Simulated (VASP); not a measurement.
# BSe (P6_3/mmc) in VASP: a series of runs

BSe is run at these levels: PBE; tasks: single point, relaxation of cell and atoms.

Everything below comes from runs of VASP 6.6.1. Logs are shortened: lines on timing, memory, paths and dates and some standing lists are left out, and cuts for length are marked.

## (1) The cell of the first run

Symmetry: P6_3/mmc, No. 194, hexagonal system. The conventional cell has a = 3.284 Å, b = 3.284 Å, c = 5.769 Å, α = 90.00°, β = 90.00°, γ = 120.00°. Within 3.1 Å of B (site symmetry -3m) lie 6 Se at 2.38 Å and 2 B at 2.88 Å. Se (site symmetry -6m2) has 6 B at 2.38 Å within 3.1 Å.

## (2) Single point, PBE

INCAR reads:

```
PREC = Accurate ; ENCUT = 500
EDIFF = 1E-6 ; ISMEAR = 0
SIGMA = 0.1 ; LREAL = F
LASPH = T ; NELM = 120
ALGO = Normal ; ISIF = 2
LWAVE = F ; LCHARG = F
GGA = PE ; NBANDS = 17
GGA_COMPAT = F
```

KPOINTS reads:

```
regular mesh
0
Gamma
  6 6 4
```

POSCAR reads:

```
BSe
1.0
    3.2843723219      0.0000000000      0.0000000000
   -1.6421861610      2.8443498662      0.0000000000
    0.0000000000      0.0000000000      5.7687466090
B Se
2 2
Direct
    0.0000000000      0.0000000000      0.0000000000
    0.0000000000      0.0000000000      0.5000000000
    0.3333333333      0.6666666667      0.2500000000
    0.6666666667      0.3333333333      0.7500000000
```

Potentials or basis: VASP PAW PBE potentials, release 64 (B, Se).

The run is started by

```console
$ cat potpaw_PBE.64/B/POTCAR potpaw_PBE.64/Se/POTCAR > POTCAR
$ mpirun -np 1 vasp_std > vasp.out
```

OUTCAR:

```text
PREC = Accurate
   ENCUT = 500
   EDIFF = 1E-6
   ISMEAR = 0
   LREAL = F
   LASPH = T
   NELM = 120
   ISIF = 2
   GGA = PE

 ion  position               nearest neighbor table
   1  0.000  0.000  0.000-   3 2.38   4 2.38   3 2.38   4 2.38   4 2.38   3 2.38
   2  0.000  0.000  0.500-   3 2.38   4 2.38   3 2.38   4 2.38   4 2.38   3 2.38
   3  0.333  0.667  0.250-   1 2.38   2 2.38   1 2.38   2 2.38   1 2.38   2 2.38
   4  0.667  0.333  0.750-   1 2.38   2 2.38   1 2.38   2 2.38   1 2.38   2 2.38

  LATTYP: Found a hexagonal cell.
 ALAT       =     3.2843723219
 C/A-ratio  =     1.7564228545

  Lattice vectors:

 A1 = (   3.2843723219,   0.0000000000,   0.0000000000)
 A2 = (  -1.6421861610,   2.8443498662,   0.0000000000)
 A3 = (   0.0000000000,   0.0000000000,   5.7687466090)

Analysis of symmetry for initial positions (statically):
=====================================================================
 Subroutine PRICEL returns:
 Original cell was already a primitive cell.

 Routine SETGRP: Setting up the symmetry group for a
 hexagonal supercell.

 Subroutine GETGRP returns: Found 24 space group operations
 (whereof 12 operations were pure point group operations)
 out of a pool of 24 trial point group operations.

The static configuration has the point symmetry D_3d.
 The point group associated with its full space group is D_6h.

Analysis of symmetry for dynamics (positions and initial velocities):
=====================================================================
 Subroutine PRICEL returns:
 Original cell was already a primitive cell.

 Routine SETGRP: Setting up the symmetry group for a
 hexagonal supercell.

 Subroutine GETGRP returns: Found 24 space group operations
 (whereof 12 operations were pure point group operations)
 out of a pool of 24 trial point group operations.

The dynamic configuration has the point symmetry D_3d.
 The point group associated with its full space group is D_6h.

 Subroutine INISYM returns: Found 24 space group operations
 (whereof 12 operations are pure point group operations),
 and found     1 'primitive' translations

----------------------------------------------------------------------------------------

                                     Primitive cell

  volume of cell :      53.8911

  direct lattice vectors                    reciprocal lattice vectors
     3.284372322  0.000000000  0.000000000     0.304472180  0.175787095  0.000000000
    -1.642186161  2.844349866  0.000000000     0.000000000  0.351574190  0.000000000
     0.000000000  0.000000000  5.768746609     0.000000000  0.000000000  0.173347881

  length of vectors
     3.284372322  3.284372322  5.768746609     0.351574190  0.351574190  0.173347881

  position of ions in fractional coordinates (direct lattice)
     0.000000000  0.000000000  0.000000000
     0.000000000  0.000000000  0.500000000
     0.333333333  0.666666667  0.250000000
     0.666666667  0.333333333  0.750000000

  ion indices of the primitive-cell ions
   primitive index   ion index
                 1           1
                 2           2
                 3           3
                 4           4

----------------------------------------------------------------------------------------

 KPOINTS: regular mesh

Automatic generation of k-mesh.
 Grid dimensions read from file:
 generate k-points for:    6    6    4

 Generating k-lattice:

  Cartesian coordinates                     Fractional coordinates (reciprocal lattice)
     0.050745363  0.029297849  0.000000000     0.166666667  0.000000000  0.000000000
     0.000000000  0.058595698  0.000000000     0.000000000  0.166666667  0.000000000
     0.000000000  0.000000000  0.043336970     0.000000000  0.000000000  0.250000000

  Length of vectors
     0.058595698  0.058595698  0.043336970

  Shift w.r.t. Gamma in fractional coordinates (k-lattice)
     0.000000000  0.000000000  0.000000000

 Subroutine IBZKPT returns following result:
 ===========================================

 Found     21 irreducible k-points:

 Following reciprocal coordinates:
            Coordinates               Weight
  0.000000  0.000000  0.000000      1.000000
  0.166667  0.000000  0.000000      6.000000
  0.333333  0.000000  0.000000      6.000000
  0.500000  0.000000  0.000000      3.000000
  0.166667  0.166667  0.000000      6.000000
  0.333333  0.166667  0.000000     12.000000
[... 13 lines left out ...]
  0.333333  0.166667  0.500000     12.000000
  0.333333  0.333333  0.500000      2.000000
   k-points           NKPTS =     21   k-points in BZ     NKDIM =     21   number of bands    NBANDS=     17
   number of dos      NEDOS =    301   number of ions     NIONS =      4
   total plane-waves  NPLWV =  24192
   dimension x,y,z NGX =    24 NGY =   24 NGZ =   42
   dimension x,y,z NGXF=    48 NGYF=   48 NGZF=   84
   ions per type =               2   2
   NGX,Y,Z   is equivalent  to a cutoff of  12.15, 12.15, 12.10 a.u.
   NGXF,Y,Z  is equivalent  to a cutoff of  24.30, 24.30, 24.21 a.u.
 SYSTEM =  unknown system
   PREC   = accura    normal or accurate (medium, high low for compatibility)
   ISTART =      0    job   : 0-new  1-cont  2-samecut
   ICHARG =      2    charge: 1-file 2-atom 10-const
   ISPIN  =      1    spin polarized calculation?
   LNONCOLLINEAR =      F non collinear calculations
   LSORBIT =      F    spin-orbit coupling
   LASPH  =      T    aspherical Exc in radial PAW
   ENCUT  =  500.0 eV  36.75 Ry    6.06 a.u.   5.99  5.99 10.52*2*pi/ulx,y,z
   NELM   =    120;   NELMIN=  2; NELMDL= -5     # of ELM steps
   EDIFF  = 0.1E-05   stopping-criterion for ELM
   LREAL  =      F    real-space projection
   EDIFFG = 0.1E-04   stopping-criterion for IOM
   NSW    =      0    number of steps for IOM
   IBRION =     -1    ionic relax: 0-MD 1-quasi-New 2-CG
   NFREE  =      0    steps in history (QN), initial steepest desc. (CG)
   ISIF   =      2    stress and relaxation
   ISYM   =      2    0-nonsym 1-usesym 2-fastsym
   POTIM  = 0.5000    time-step for ionic-motion
   TEBEG  =    0.0;   TEEND  =   0.0 temperature during run
   PSTRESS=    0.0 pullay stress
   NELECT =      18.0000    total number of electrons
   NUPDOWN=      -1.0000    fix difference up-down
   EMIN   =  10.00;   EMAX   =-10.00  energy-range for DOS
   EFERMI =   0.00;   METHOD = LEGACY
   ISMEAR =     0;   SIGMA  =   0.10  broadening in eV -4-tet -1-fermi 0-gaus
   EFERMI_NEDOS =   21; number of points for ismear=-14 and -15
   IALGO  =     38    algorithm
   IMIX   =      4    mixing-type and parameters
     AMIX     =   0.40;   BMIX     =  1.00
     AMIX_MAG =   1.60;   BMIX_MAG =  1.00
  volume/ion in A,a.u.               =      13.47        90.92
  Fermi-wavevector in a.u.,A,eV,Ry     =   1.135865  2.146474 17.554091  1.290189
  Thomas-Fermi vector in A             =   2.272570
   LORBIT       =      0    0 simple, 1 ext, 2 COOP (PROOUT), +10 PAW based schemes
   GGA     = PE    functional components
   LHFCALC =     F    Hartree Fock is set to
   AEXX    =    0.0000 exact exchange contribution
   IVDW    =     0    specifies the selected vdW correction
   LEPSILON=     F    determine dielectric tensor
   LRPA    =     F    only Hartree local field effects (RPA)
 non-spin polarized calculation
 Gauss-broadening in eV      SIGMA  =   0.10
  energy-cutoff  :      500.00
  volume of cell :       53.89
 maximum number of plane-waves:      1404
 NGX is ok and might be reduce to    24
   NGX = 11   NGY = 11   NGZ = 21

 number of electron      17.9999998 magnetization

 Free energy of the ion-electron system (eV)
  ---------------------------------------------------
  ext. energy  EPLUGINS =         0.00000000
  ---------------------------------------------------
  free energy    TOTEN  =       -16.18743512 eV

  energy without entropy =      -16.18008631  energy(sigma->0) =      -16.18376071

 E-fermi :   7.1021     XC(G=0): -11.0925

 val. band max:        7.0148080180   @ k =   0.5000   0.0000   0.0000
 cond. band min:       7.1712054347   @ k =   0.3333   0.1667   0.2500
 fundamental gap:      0.1563974166
 Fermi energy:         7.1020599708

 k-point     1 :       0.0000    0.0000    0.0000
  band No.  band energies     occupation
      1     -10.2106      2.00000
      2      -7.9725      2.00000
      3      -3.3838      2.00000
      4       4.4951      2.00000
      5       5.2210      2.00000
      6       5.2210      2.00000
[... 9 lines left out ...]
     16      13.3456      0.00000
     17      13.5603      0.00000

 k-point     2 :       0.1667    0.0000    0.0000
  band No.  band energies     occupation
      1      -9.7978      2.00000
      2      -7.6339      2.00000
      3      -2.9411      2.00000
      4       2.0848      2.00000
      5       3.7874      2.00000
      6       4.0659      2.00000
[... 9 lines left out ...]
     16      13.8188      0.00000
     17      14.3113      0.00000

 k-point     3 :       0.3333    0.0000    0.0000
  band No.  band energies     occupation
      1      -8.6427      2.00000
      2      -6.8764      2.00000
      3      -1.6287      2.00000
      4      -1.1016      2.00000
      5       0.8094      2.00000
      6       2.9075      2.00000
[... 9 lines left out ...]
     16      15.0097      0.00000
     17      15.4150      0.00000

 k-point     4 :       0.5000    0.0000    0.0000
  band No.  band energies     occupation
      1      -7.4641      2.00000
      2      -6.7946      2.00000
      3      -2.2982      2.00000
      4      -0.7829      2.00000
      5       0.3335      2.00000
      6       0.6744      2.00000
[... 9 lines left out ...]
     16      14.2815      0.00000
     17      15.3556      0.00000
[... 283 lines left out ...]
      1      -8.2405      2.00000
      2      -8.2405      2.00000
      3      -0.2255      2.00000
      4      -0.2255      2.00000
      5       1.7762      2.00000
      6       1.7762      2.00000
[... 9 lines left out ...]
     16      13.3270      0.00000
     17      15.5012      0.00000

 k-point    20 :       0.3333    0.1667    0.5000
  band No.  band energies     occupation
      1      -7.1516      2.00000
      2      -7.1516      2.00000
      3      -1.8479      2.00000
      4      -1.8479      2.00000
      5       1.1356      2.00000
      6       1.1356      2.00000
[... 9 lines left out ...]
     16      14.0118      0.00000
     17      17.0632      0.00000

 k-point    21 :       0.3333    0.3333    0.5000
  band No.  band energies     occupation
      1      -6.6703      2.00000
      2      -6.6703      2.00000
      3      -1.8335      2.00000
      4      -1.8335      2.00000
      5      -0.3693      2.00000
      6      -0.3693      2.00000
[... 9 lines left out ...]
     16      14.3594      0.00000
     17      17.5272      0.00000

------------------------ aborting loop because EDIFF is reached ----------------------------------------

  FORCE on cell =-STRESS in cart. coord.  units (eV):
  Direction    XX          YY          ZZ          XY          YZ          ZX
  --------------------------------------------------------------------------------------
  -------------------------------------------------------------------------------------
  Total       -0.0239997     -0.0239997      0.0387145      0.0000000     -0.0000000      0.0000000
  in kB       -0.7135077     -0.7135077      1.1509793      0.0000000     -0.0000000      0.0000000
  external PRESSURE =      -0.0920121 kB  Pullay stress =       0.0000000 kB

 VOLUME and BASIS-vectors are now :
 -----------------------------------------------------------------------------
  energy-cutoff  :      500.00
  volume of cell :       53.89
      direct lattice vectors                 reciprocal lattice vectors
     3.284372322  0.000000000  0.000000000     0.304472180  0.175787095  0.000000000
    -1.642186161  2.844349866  0.000000000     0.000000000  0.351574190  0.000000000
     0.000000000  0.000000000  5.768746609     0.000000000  0.000000000  0.173347881

 POSITION                                       TOTAL-FORCE (eV/Angst)
 -----------------------------------------------------------------------------------
      0.00000      0.00000      0.00000        -0.000000      0.000000      0.000000
      0.00000      0.00000      2.88437        -0.000000      0.000000      0.000000
     -0.00000      1.89623      1.44219         0.000000      0.000000      0.000000
      1.64219      0.94812      4.32656        -0.000000     -0.000000      0.000000
 -----------------------------------------------------------------------------------
    total drift:                               -0.000000      0.000000     -0.000000

  FREE ENERGIE OF THE ION-ELECTRON SYSTEM (eV)
  ---------------------------------------------------
  free  energy   TOTEN  =       -16.1874351172 eV

  energy  without entropy=      -16.1800863066  energy(sigma->0) =      -16.18376071
```

It took 10 s on 1 thread of AMD EPYC 7R13 (Zen 3), shared host; peak memory 0.13 GiB.

What came out:

```yaml
Free_energy: -16.1874 eV
Pressure: 0.0 GPa
Band_gap_on_the_k_mesh: zero (bands 9 and 10 overlap by 3.63 eV)
```

Caveat: the k points lie up to 0.37 Å⁻¹ apart, too coarse for converged energies and pressures of a metal.

## (3) Single point, PBE

This run uses another cell than the first one, of 15.03 Å³/atom.

INCAR reads:

```
PREC     = Accurate       # precision mode
ENCUT    = 500            # plane-wave cutoff, eV
EDIFF    = 1E-6           # SCF threshold, eV
ISMEAR   = 0              # smearing method
SIGMA    = 0.1            # smearing width, eV
LREAL    = False          # projectors in reciprocal space
LASPH    = True           # aspherical terms in the spheres
NELM     = 120            # most SCF steps
ALGO     = Normal         # electronic algorithm
ISIF     = 2              # what is computed and relaxed
LWAVE    = False          # write WAVECAR
LCHARG   = True           # write CHGCAR
GGA      = PE             # functional
LELF     = True           # ELF
LVHAR    = True         
NBANDS   = 17             # bands
GGA_COMPAT= False
```

KPOINTS reads:

```
Automatic mesh
0
Gamma
  6 6 4
```

POSCAR reads:

```
BSe
1.0
    3.6490453061      0.0000000000      0.0000000000
   -1.8245226531      3.1601659346      0.0000000000
    0.0000000000      0.0000000000      5.2129223030
B Se
2 2
Direct
    0.0000000000      0.0000000000      0.0000000000
    0.0000000000      0.0000000000      0.5000000000
    0.3333333333      0.6666666667      0.2500000000
    0.6666666667      0.3333333333      0.7500000000
```

Potentials or basis: VASP PAW PBE potentials, release 64 (B, Se).

The run is started by

```console
$ cat potpaw_PBE.64/B/POTCAR potpaw_PBE.64/Se/POTCAR > POTCAR
$ mpirun -np 1 vasp_std > vasp.out
```

Wall time 16 s (1 thread of AMD EPYC 7R13 (Zen 3), shared host); peak memory 0.15 GiB.

The run converged. Its results:

```yaml
Free_energy: -15.2977 eV
Pressure: -4.9 GPa
Band_gap_on_the_k_mesh: zero (bands 9 and 10 overlap by 1.43 eV)
```

Stress tensor (GPa, compression positive):
```
-11.38   0.00   0.00
  0.00 -11.38   0.00
  0.00   0.00   8.16
```

Levels at points of the mesh, in eV from the Fermi level:
| k point | band 7 | band 8 | band 9 | band 10 | band 11 | band 12 |
| --- | --- | --- | --- | --- | --- | --- |
| (0.00, 0.00, 0.00) | -2.09 | -2.09 | -0.58 | -0.16 | 1.75 | 1.75 |
| (0.50, 0.00, 0.00) | -5.16 | -1.33 | -0.04 | -0.03 | 0.63 | 0.70 |
| (0.00, 0.00, 0.50) | -2.38 | -2.38 | -0.69 | -0.69 | 1.76 | 1.76 |
| (0.50, 0.00, 0.50) | -3.47 | -3.47 | -0.64 | -0.64 | 2.64 | 2.64 |

Caveat: the stress differs along the axes, from -11 to 8 GPa.

## (4) Relaxation of cell and atoms, PBE

This run uses another cell than the first one, of 15.03 Å³/atom.

INCAR reads:

```
PREC = Accurate
ENCUT = 500
EDIFF = 1E-7
ISMEAR = 0
SIGMA = 0.1
LREAL = F
LASPH = T
NELM = 120
ALGO = Normal
ISIF = 3
LWAVE = F
LCHARG = F
GGA = PE
IBRION = 2
NSW = 90
EDIFFG = -0.04
GGA_COMPAT = F
NELMIN = 4
```

KPOINTS is that of step 3.

POSCAR is that of step 3.

The run is started by

```console
$ cat potpaw_PBE.64/B/POTCAR potpaw_PBE.64/Se/POTCAR > POTCAR
$ mpirun -np 1 vasp_std > vasp.out
```

Run time: 1.7 min. Hardware: 1 thread of AMD EPYC 7R13 (Zen 3), shared host; peak memory 0.15 GiB.

The run converged. Its results:

```
Free energy                           : -16.1880 eV
Relaxed volume                        : 13.44 Å³/atom
Relaxed cell                          : a = 3.283 Å, b = 3.283 Å, c = 5.762 Å, α = 90.00°, β = 90.00°, γ = 120.00°
Space group after relaxing (to 0.1 Å) : P6_3/mmc (No. 194)
Energy gained by relaxing             : 222.6 meV/atom
Ionic steps                           : 10
Pressure after relaxing               : 0.2 GPa
Band gap on the k mesh                : zero (bands 9 and 10 overlap by 3.63 eV)
```

Stress tensor (GPa, compression positive):
```
0.09 0.00 0.00
0.00 0.09 0.00
0.00 0.00 0.48
```

The path:
```
step  energy change (eV)  largest force (eV/Å)  pressure (GPa)  volume (Å³)
   1              0.0000                0.0000           -4.86        60.11
   2             -0.5746                0.0000           -1.44        56.08
   3              0.6828                0.0000           31.62        43.50
   4             -0.8285                0.0000            3.08        52.81
   5             -0.8418                0.0000            5.17        51.74
   6             -0.8595                0.0000           -1.77        54.57
   7             -0.8878                0.0000            0.90        53.36
   8             -0.8878                0.0000            0.98        53.32
   9             -0.8901                0.0000            0.07        53.87
  10             -0.8902                0.0000            0.22        53.78
```

Final structure:
```cif
data_structure
_symmetry_space_group_name_H-M 'P 1'
_symmetry_Int_Tables_number 1
_cell_length_a 3.2827
_cell_length_b 3.2827
_cell_length_c 5.7624
_cell_angle_alpha 90.000
_cell_angle_beta 90.000
_cell_angle_gamma 120.000
_cell_volume 53.78
loop_
_atom_site_label
_atom_site_type_symbol
_atom_site_fract_x
_atom_site_fract_y
_atom_site_fract_z
_atom_site_occupancy
B1 B 0.00000 0.00000 0.00000 1
B2 B 0.00000 0.00000 0.50000 1
Se1 Se 0.33333 0.66667 0.25000 1
Se2 Se 0.66667 0.33333 0.75000 1
```

Levels at points of the mesh, in eV from the Fermi level:
```tsv
k point	band 6	band 7	band 8	band 9	band 10	band 11	band 12	band 13
(0.00, 0.00, 0.00)	-1.89	-0.99	-0.93	-0.93	1.63	1.95	1.95	3.57
(0.50, 0.00, 0.00)	-6.44	-4.63	-1.40	-0.09	0.41	0.46	1.19	2.02
(0.00, 0.00, 0.50)	-1.42	-1.42	-1.42	1.24	1.24	2.49	2.49	2.49
(0.50, 0.00, 0.50)	-4.14	-3.62	-3.62	-2.39	-2.39	2.24	2.24	4.08
```

## (5) Overview

| task | cell | gap on the mesh (eV) | pressure (GPa) |
| --- | --- | --- | --- |
| single point | a = 3.284, b = 3.284, c = 5.769 Å, angles 90.0, 90.0, 120.0°, 4 atoms | none | 0.0 |
| single point | a = 3.649, b = 3.649, c = 5.213 Å, angles 90.0, 90.0, 120.0°, 4 atoms | none | -4.9 |
| relaxation of cell and atoms | relaxed from a = 3.649, b = 3.649, c = 5.213 Å, angles 90.0, 90.0, 120.0°, 4 atoms | none | 0.2 |

Alike in all rows: level PBE; potentials or basis VASP PAW PBE potentials, release 64 (B, Se); no spin polarisation; k mesh 6 × 6 × 4; cutoff (eV) 500; smearing gaussian 0.1 eV.

Caveats: some runs use coarse meshes; the stress differs along the axes, from -11 to 8 GPa (at least some runs).

Absolute energies hang on the potentials; compare differences alone.

The gap in the log of VASP goes by the Fermi energy; the results here count the filled bands.